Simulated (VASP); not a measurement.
# Co (Im-3m) in VASP: further runs

The runs below take Co through single point, with BLYP.

Everything below comes from runs of VASP 6.6.1. Logs are shortened: lines on timing, memory, paths and dates and some standing lists are left out, and cuts for length are marked.

**1. The cell of the first run**

The structure is cubic, space group Im-3m (No. 229). Conventional cell: a = 2.731 Å, b = 2.731 Å, c = 2.731 Å, α = 90.00°, β = 90.00°, γ = 90.00°. Co (site symmetry m-3m) has 14 Co at 2.36 to 2.73 Å within 3.1 Å.

**2. Single point, BLYP (volume scaled by 0.92)**

The input, INCAR:

```
PREC = Accurate
ENCUT = 520
EDIFF = 1E-6
ISMEAR = -1
SIGMA = 0.1
LREAL = F
LASPH = T
NELM = 100
ALGO = Normal
ISIF = 2
LWAVE = F
LCHARG = T
GGA = B5
ALDAX = 1.0
AGGAX = 1.0
AGGAC = 1.0
ALDAC = 0.0
LELF = T
LVHAR = T
NBANDS = 10
```

The input, KPOINTS:

```
Automatic mesh
0
Gamma
  18 18 18
```

The input, POSCAR:

```
Co
1.0
   -1.3652513962      1.3652513962      1.3652513962
    1.3652513962     -1.3652513962      1.3652513962
    1.3652513962      1.3652513962     -1.3652513962
Co
1
Direct
    0.0000000000      0.0000000000      0.0000000000
```

Potentials or basis: VASP PAW PBE potentials, release 64 (Co).

Command:

```
$ cat potpaw_PBE.64/Co/POTCAR > POTCAR
$ mpirun -np 1 vasp_std > vasp.out
```

OUTCAR:

```text
PREC = Accurate
   ENCUT = 520
   EDIFF = 1E-6
   ISMEAR = -1
   LREAL = F
   LASPH = T
   NELM = 100
   ISIF = 2
   GGA = B5

 ion  position               nearest neighbor table
   1  0.000  0.000  0.000-

  LATTYP: Found a body centered cubic cell.
 ALAT       =     2.7305027924

  Lattice vectors:

 A1 = (  -1.3652513962,   1.3652513962,   1.3652513962)
 A2 = (   1.3652513962,  -1.3652513962,   1.3652513962)
 A3 = (   1.3652513962,   1.3652513962,  -1.3652513962)

Analysis of symmetry for initial positions (statically):
=====================================================================
 Subroutine PRICEL returns:
 Original cell was already a primitive cell.

 Routine SETGRP: Setting up the symmetry group for a
 body centered cubic supercell.

 Subroutine GETGRP returns: Found 48 space group operations
 (whereof 48 operations were pure point group operations)
 out of a pool of 48 trial point group operations.

The static configuration has the point symmetry O_h .

Analysis of symmetry for dynamics (positions and initial velocities):
=====================================================================
 Subroutine PRICEL returns:
 Original cell was already a primitive cell.

 Routine SETGRP: Setting up the symmetry group for a
 body centered cubic supercell.

 Subroutine GETGRP returns: Found 48 space group operations
 (whereof 48 operations were pure point group operations)
 out of a pool of 48 trial point group operations.

The dynamic configuration has the point symmetry O_h .

 Subroutine INISYM returns: Found 48 space group operations
 (whereof 48 operations are pure point group operations),
 and found     1 'primitive' translations

----------------------------------------------------------------------------------------

                                     Primitive cell

  volume of cell :      10.1788

  direct lattice vectors                    reciprocal lattice vectors
    -1.365251396  1.365251396  1.365251396     0.000000000  0.366232916  0.366232916
     1.365251396 -1.365251396  1.365251396     0.366232916  0.000000000  0.366232916
     1.365251396  1.365251396 -1.365251396     0.366232916  0.366232916  0.000000000

  length of vectors
     2.364684783  2.364684783  2.364684783     0.517931557  0.517931557  0.517931557

  position of ions in fractional coordinates (direct lattice)
     0.000000000  0.000000000  0.000000000

  ion indices of the primitive-cell ions
   primitive index   ion index
                 1           1

----------------------------------------------------------------------------------------

 KPOINTS: Automatic mesh

Automatic generation of k-mesh.
 Grid dimensions read from file:
 generate k-points for:   18   18   18

 Generating k-lattice:

  Cartesian coordinates                     Fractional coordinates (reciprocal lattice)
     0.000000000  0.020346273  0.020346273     0.055555556  0.000000000  0.000000000
     0.020346273  0.000000000  0.020346273     0.000000000  0.055555556  0.000000000
     0.020346273  0.020346273  0.000000000     0.000000000  0.000000000  0.055555556

  Length of vectors
     0.028773975  0.028773975  0.028773975

  Shift w.r.t. Gamma in fractional coordinates (k-lattice)
     0.000000000  0.000000000  0.000000000

 Subroutine IBZKPT returns following result:
 ===========================================

 Found    195 irreducible k-points:

 Following reciprocal coordinates:
            Coordinates               Weight
  0.000000  0.000000  0.000000      1.000000
  0.055556  0.000000  0.000000     12.000000
  0.111111  0.000000  0.000000     12.000000
  0.166667  0.000000  0.000000     12.000000
  0.222222  0.000000  0.000000     12.000000
  0.277778  0.000000  0.000000     12.000000
[... 16 lines left out ...]
  0.333333  0.111111 -0.000000     48.000000
  0.388889  0.111111  0.000000     48.000000
 [... further k-points ...]
   k-points           NKPTS =    195   k-points in BZ     NKDIM =    195   number of bands    NBANDS=     10
   number of dos      NEDOS =    301   number of ions     NIONS =      1
   total plane-waves  NPLWV =   5832
   dimension x,y,z NGX =    18 NGY =   18 NGZ =   18
   dimension x,y,z NGXF=    36 NGYF=   36 NGZF=   36
   ions per type =               1
   NGX,Y,Z   is equivalent  to a cutoff of  12.65, 12.65, 12.65 a.u.
   NGXF,Y,Z  is equivalent  to a cutoff of  25.31, 25.31, 25.31 a.u.
 SYSTEM =  unknown system
   PREC   = accura    normal or accurate (medium, high low for compatibility)
   ISTART =      0    job   : 0-new  1-cont  2-samecut
   ICHARG =      2    charge: 1-file 2-atom 10-const
   ISPIN  =      1    spin polarized calculation?
   LNONCOLLINEAR =      F non collinear calculations
   LSORBIT =      F    spin-orbit coupling
   LASPH  =      T    aspherical Exc in radial PAW
   ENCUT  =  520.0 eV  38.22 Ry    6.18 a.u.   4.40  4.40  4.40*2*pi/ulx,y,z
   NELM   =    100;   NELMIN=  2; NELMDL= -5     # of ELM steps
   EDIFF  = 0.1E-05   stopping-criterion for ELM
   LREAL  =      F    real-space projection
   EDIFFG = 0.1E-04   stopping-criterion for IOM
   NSW    =      0    number of steps for IOM
   IBRION =     -1    ionic relax: 0-MD 1-quasi-New 2-CG
   NFREE  =      0    steps in history (QN), initial steepest desc. (CG)
   ISIF   =      2    stress and relaxation
   ISYM   =      2    0-nonsym 1-usesym 2-fastsym
   POTIM  = 0.5000    time-step for ionic-motion
   TEBEG  =    0.0;   TEEND  =   0.0 temperature during run
   PSTRESS=    0.0 pullay stress
   NELECT =       9.0000    total number of electrons
   NUPDOWN=      -1.0000    fix difference up-down
   EMIN   =  10.00;   EMAX   =-10.00  energy-range for DOS
   EFERMI =   0.00;   METHOD = LEGACY
   ISMEAR =    -1;   SIGMA  =   0.10  broadening in eV -4-tet -1-fermi 0-gaus
   EFERMI_NEDOS =   21; number of points for ismear=-14 and -15
   IALGO  =     38    algorithm
   IMIX   =      4    mixing-type and parameters
     AMIX     =   0.40;   BMIX     =  1.00
     AMIX_MAG =   1.60;   BMIX_MAG =  1.00
  volume/ion in A,a.u.               =      10.18        68.69
  Fermi-wavevector in a.u.,A,eV,Ry     =   1.571290  2.969308 33.592139  2.468953
  Thomas-Fermi vector in A             =   2.672896
   LORBIT       =      0    0 simple, 1 ext, 2 COOP (PROOUT), +10 PAW based schemes
   GGA     = B5    functional components
   LHFCALC =     F    Hartree Fock is set to
   AEXX    =    0.0000 exact exchange contribution
   IVDW    =     0    specifies the selected vdW correction
   LEPSILON=     F    determine dielectric tensor
   LRPA    =     F    only Hartree local field effects (RPA)
 non-spin polarized calculation
  energy-cutoff  :      520.00
  volume of cell :       10.18
 maximum number of plane-waves:       281
 NGX is ok and might be reduce to    18
   NGX =  9   NGY =  9   NGZ =  9

 number of electron       8.9999999 magnetization

 Free energy of the ion-electron system (eV)
  ---------------------------------------------------
  ext. energy  EPLUGINS =         0.00000000
  ---------------------------------------------------
  free energy    TOTEN  =        -5.64392800 eV

  energy without entropy =       -5.53783156  energy(sigma->0) =       -5.59087978

 E-fermi :  11.5463     XC(G=0): -13.1860

 val. band max:       11.5457896258   @ k =  -0.3333   0.3333   0.3333
 cond. band min:      11.5467539172   @ k =   0.2778   0.1667   0.0000
 fundamental gap:      0.0009642914
 Fermi energy:        11.5462591777

 k-point     1 :       0.0000    0.0000    0.0000
  band No.  band energies     occupation
      1       2.5726      2.00000
      2       9.6149      2.00000
      3       9.6149      2.00000
      4       9.6149      2.00000
      5      11.2411      1.90971
      6      11.2411      1.90971
      7      38.2959      0.00000
      8      38.2959      0.00000
      9      38.2959      0.00000
     10      44.2453      0.00000

 k-point     2 :       0.0556    0.0000    0.0000
  band No.  band energies     occupation
      1       2.7098      2.00000
      2       9.5766      2.00000
      3       9.6115      2.00000
      4       9.6885      2.00000
      5      11.2012      1.93852
      6      11.2441      1.90712
      7      37.4601      0.00000
      8      38.1264      0.00000
      9      38.2230      0.00000
     10      43.4444      0.00000

 k-point     3 :       0.1111    0.0000    0.0000
  band No.  band energies     occupation
      1       3.1138      2.00000
      2       9.4676      2.00000
      3       9.5923      2.00000
      4       9.9041      2.00000
      5      11.1048      1.97609
      6      11.2537      1.89815
      7      35.4338      0.00000
      8      37.4823      0.00000
      9      38.0386      0.00000
     10      42.2803      0.00000

 k-point     4 :       0.1667    0.0000    0.0000
  band No.  band energies     occupation
      1       3.7582      2.00000
      2       9.3034      2.00000
      3       9.5394      2.00000
      4      10.2453      2.00000
      5      11.0115      1.99053
      6      11.2719      1.87912
      7      32.8475      0.00000
      8      36.3488      0.00000
      9      37.8069      0.00000
     10      40.2363      0.00000
[... 222 lines left out ...]
 k-point    22 :       0.2778    0.1111    0.0000
  band No.  band energies     occupation
      1       6.5281      2.00000
      2       8.7339      2.00000
      3       9.3989      2.00000
      4      11.0028      1.99131
      5      11.4778      1.32948
      6      12.2276      0.00220
      7      24.8621      0.00000
      8      30.1893      0.00000
      9      33.9809      0.00000
     10      38.6745      0.00000

 k-point    23 :       0.3333    0.1111   -0.0000
  band No.  band energies     occupation
      1       6.8943      2.00000
      2       8.5963      2.00000
      3       9.8729      2.00000
      4      11.1086      1.97519
      5      11.5730      0.86729
      6      12.9544      0.00000
      7      22.4556      0.00000
      8      29.4946      0.00000
      9      33.0772      0.00000
     10      38.5835      0.00000

 k-point    24 :       0.3889    0.1111    0.0000
  band No.  band energies     occupation
      1       6.9961      2.00000
      2       8.5106      2.00000
      3      10.3328      1.99999
      4      11.1657      1.95647
      5      11.7226      0.29282
      6      13.7380      0.00000
      7      20.5464      0.00000
      8      29.0542      0.00000
      9      32.5089      0.00000
     10      38.5262      0.00000

 [... further k-points ...]
[... 5 lines left out ...]
  --------------------------------------------------------------------------------------
  -------------------------------------------------------------------------------------
  Total        1.2992297      1.2992297      1.2992297     -0.0000000     -0.0000000      0.0000000
  in kB      204.5025023    204.5025023    204.5025023     -0.0000000     -0.0000000      0.0000000
  external PRESSURE =     204.5025023 kB  Pullay stress =       0.0000000 kB

 VOLUME and BASIS-vectors are now :
 -----------------------------------------------------------------------------
  energy-cutoff  :      520.00
  volume of cell :       10.18
      direct lattice vectors                 reciprocal lattice vectors
    -1.365251396  1.365251396  1.365251396     0.000000000  0.366232916  0.366232916
     1.365251396 -1.365251396  1.365251396     0.366232916  0.000000000  0.366232916
     1.365251396  1.365251396 -1.365251396     0.366232916  0.366232916  0.000000000

 POSITION                                       TOTAL-FORCE (eV/Angst)
 -----------------------------------------------------------------------------------
      0.00000      0.00000      0.00000        -0.000000      0.000000     -0.000000
 -----------------------------------------------------------------------------------
    total drift:                                0.000000      0.000000      0.000000

  FREE ENERGIE OF THE ION-ELECTRON SYSTEM (eV)
  ---------------------------------------------------
  free  energy   TOTEN  =        -5.6439280043 eV

  energy  without entropy=       -5.5378315587  energy(sigma->0) =       -5.59087978
```

It took 12 s on 1 thread of Intel Xeon 6975P-C, shared host; peak memory 0.14 GiB.

What came out:

| Property | Result |
| --- | --- |
| Free energy | -5.6439 eV |
| Pressure | 20.5 GPa |

Levels at points of the mesh, in eV from the Fermi level:
| k point | band 3 | band 4 | band 5 | band 6 | band 7 | band 8 |
| --- | --- | --- | --- | --- | --- | --- |
| (0.00, 0.00, 0.00) | -1.93 | -1.93 | -0.31 | -0.31 | 26.75 | 26.75 |
| (0.50, 0.00, 0.00) | -0.34 | -0.09 | 0.63 | 0.96 | 8.13 | 19.72 |
| (0.50, 0.50, 0.50) | 0.67 | 0.67 | 0.67 | 10.67 | 10.67 | 10.67 |

Caveat: the PAW data sets were made with another functional, which shifts forces and pressure a little; the run has no spin polarisation, though such a crystal can be magnetic. Spin polarisation is off, so any magnetic state and its effect on volume and gap are missing.

**3. Single point, BLYP (volume scaled by 0.96)**

The input, INCAR:

```
SYSTEM = Co
PREC = Accurate
ENCUT = 520
EDIFF = 1E-7
ISMEAR = -1
SIGMA = 0.1
LREAL = .FALSE.
LASPH = .TRUE.
NELM = 80
ALGO = Normal
ISIF = 2
LWAVE = .FALSE.
LCHARG = .TRUE.
GGA = B5
ALDAX = 1.0
AGGAX = 1.0
AGGAC = 1.0
ALDAC = 0.0
LELF = .TRUE.
LVHAR = .TRUE.
NBANDS = 10
```

The input, KPOINTS:

```
Automatic mesh
0
G
  18 18 18
  0 0 0
```

The input, POSCAR:

```
Co
1.0
   -1.3847576230      1.3847576230      1.3847576230
    1.3847576230     -1.3847576230      1.3847576230
    1.3847576230      1.3847576230     -1.3847576230
Co
1
Direct
    0.0000000000      0.0000000000      0.0000000000
```

Potentials or basis: VASP PAW PBE potentials, release 64 (Co).

Command:

```
$ cat potpaw_PBE.64/Co/POTCAR > POTCAR
$ mpirun -np 1 vasp_std > vasp.out
```

OUTCAR:

```text
SYSTEM = Co
   PREC = Accurate
   ENCUT = 520
   EDIFF = 1E-7
   ISMEAR = -1
   LREAL = .FALSE.
   LASPH = .TRUE.
   NELM = 80
   ISIF = 2
   GGA = B5

 ion  position               nearest neighbor table
   1  0.000  0.000  0.000-

  LATTYP: Found a body centered cubic cell.
 ALAT       =     2.7695152460

  Lattice vectors:

 A1 = (  -1.3847576230,   1.3847576230,   1.3847576230)
 A2 = (   1.3847576230,  -1.3847576230,   1.3847576230)
 A3 = (   1.3847576230,   1.3847576230,  -1.3847576230)

Analysis of symmetry for initial positions (statically):
[... 481 lines left out ...]
      3       9.7435      1.99998
      4      10.5215      1.94675
      5      11.0453      0.32520
      6      12.9810      0.00000
      7      19.4967      0.00000
      8      27.9241      0.00000
      9      31.2507      0.00000
     10      37.1944      0.00000

 [... further k-points ...]
[... 5 lines left out ...]
  --------------------------------------------------------------------------------------
  -------------------------------------------------------------------------------------
  Total        0.5898975      0.5898975      0.5898975     -0.0000000      0.0000000     -0.0000000
  in kB       88.9827552     88.9827552     88.9827552     -0.0000000      0.0000000     -0.0000000
  external PRESSURE =      88.9827552 kB  Pullay stress =       0.0000000 kB

 VOLUME and BASIS-vectors are now :
 -----------------------------------------------------------------------------
  energy-cutoff  :      520.00
  volume of cell :       10.62
      direct lattice vectors                 reciprocal lattice vectors
    -1.384757623  1.384757623  1.384757623     0.000000000  0.361074019  0.361074019
     1.384757623 -1.384757623  1.384757623     0.361074019  0.000000000  0.361074019
     1.384757623  1.384757623 -1.384757623     0.361074019  0.361074019  0.000000000

 POSITION                                       TOTAL-FORCE (eV/Angst)
 -----------------------------------------------------------------------------------
      0.00000      0.00000      0.00000        -0.000000     -0.000000      0.000000
 -----------------------------------------------------------------------------------
    total drift:                                0.000000      0.000000      0.000000

  FREE ENERGIE OF THE ION-ELECTRON SYSTEM (eV)
  ---------------------------------------------------
  free  energy   TOTEN  =        -5.6839104862 eV

  energy  without entropy=       -5.5725254176  energy(sigma->0) =       -5.62821795
```

OSZICAR:

```text
N       E                     dE             d eps       ncg     rms          rms(c)
DAV:   1     0.238718617551E+02    0.23872E+02   -0.41918E+03  3956   0.107E+03
DAV:   2    -0.595414205196E+01   -0.29826E+02   -0.28685E+02  3992   0.155E+02
DAV:   3    -0.664866051342E+01   -0.69452E+00   -0.68484E+00  4370   0.290E+01
DAV:   4    -0.665768677204E+01   -0.90263E-02   -0.90217E-02  4684   0.293E+00
DAV:   5    -0.665794192736E+01   -0.25516E-03   -0.25515E-03  4744   0.420E-01    0.934E+00
DAV:   6    -0.586527713263E+01    0.79266E+00   -0.10910E+01  4294   0.488E+01    0.323E+00
DAV:   7    -0.570065450953E+01    0.16462E+00   -0.13161E+00  4312   0.164E+01    0.140E+00
DAV:   8    -0.568563529613E+01    0.15019E-01   -0.20798E-02  5868   0.143E+00    0.402E-01
DAV:   9    -0.568389992098E+01    0.17354E-02   -0.12939E-03  5506   0.296E-01    0.585E-02
DAV:  10    -0.568391081094E+01   -0.10890E-04   -0.12132E-05  5226   0.318E-02    0.169E-02
DAV:  11    -0.568391028947E+01    0.52147E-06   -0.74187E-07  4386   0.141E-02    0.246E-03
DAV:  12    -0.568391042511E+01   -0.13564E-06   -0.77086E-09  2422   0.958E-04    0.807E-04
DAV:  13    -0.568391048623E+01   -0.61117E-07   -0.17626E-09  2080   0.425E-04
   1 F= -.56839105E+01 E0= -.56282180E+01  d E =-.111385E+00
```

stdout:

```text
POSCAR found type information on POSCAR Co
 POSCAR found :  1 types and       1 ions
 scaLAPACK will be used
 -----------------------------------------------------------------------------
|                                                                             |
|                                                                             |
|     You enforced a specific xc type in the INCAR file but a different       |
|     I HOPE YOU KNOW WHAT YOU ARE DOING!                                     |
|                                                                             |
 -----------------------------------------------------------------------------

 LDA part: xc-table for (Slater(with rela. corr.)+VWN5), standard interpolation
 POSCAR, INCAR and KPOINTS ok, starting setup
 FFT: planning ... GRIDC
 FFT: planning ... GRID_SOFT
 FFT: planning ... GRID
 WAVECAR not read
 entering main loop
```

Run time: 15 s. Hardware: 1 thread of Intel Xeon 6975P-C, shared host; peak memory 0.14 GiB.

What came out:

```
Free energy : -5.6839 eV
Pressure    : 8.9 GPa
```

Caveat: the PAW data sets were made with another functional, which shifts forces and pressure a little; the run has no spin polarisation, though such a crystal can be magnetic. Spin polarisation is off, so any magnetic state and its effect on volume and gap are missing.

[end of part 1 of 2]
